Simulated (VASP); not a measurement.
# SnTe (rocksalt type): single point with PBEsol

Crystal: SnTe (rocksalt type).

```
CELL_PARAMETERS angstrom
0.00000 3.07917 3.07917
3.07917 0.00000 3.07917
3.07917 3.07917 0.00000
ATOMIC_POSITIONS crystal
Sn 0.00000 0.00000 0.00000
Te 0.50000 0.50000 0.50000
```

This cell differs from its parent crystal: volume scaled by 0.94.

```yaml
Program: VASP 6.6.1
Task: single point
Functional: PBEsol
Potentials_or_basis: VASP PAW PBE potentials, release 64 (Sn_d, Te)
Cutoff: 520 eV
k_mesh: 11 × 11 × 11
Occupations: fermi-dirac, width 0.08 eV
Spin: no spin polarisation
Dipole_correction: no
Further_INCAR_settings: ALGO = Normal; EDIFF = 1e-06; NBANDS = 17
```

The pressure is 3.4 GPa.

Levels at points of the mesh, in eV from the Fermi level:
```tsv
k point	band 8	band 9	band 10	band 11	band 12	band 13
(0.00, 0.00, 0.00)	-2.34	-2.34	-2.34	3.46	3.46	3.46
```

Wall time 74 s on 1 thread of Intel Xeon 8259CL (shared host), peak memory 0.21 GiB.

Caveat: this odd mesh misses L, where the gap lies, so gap, dielectric constants and Born charges aren't listed; the PAW data sets were made with another functional, which shifts forces and pressure a little; spin-orbit coupling is left out, which moves the levels of the heavy elements.
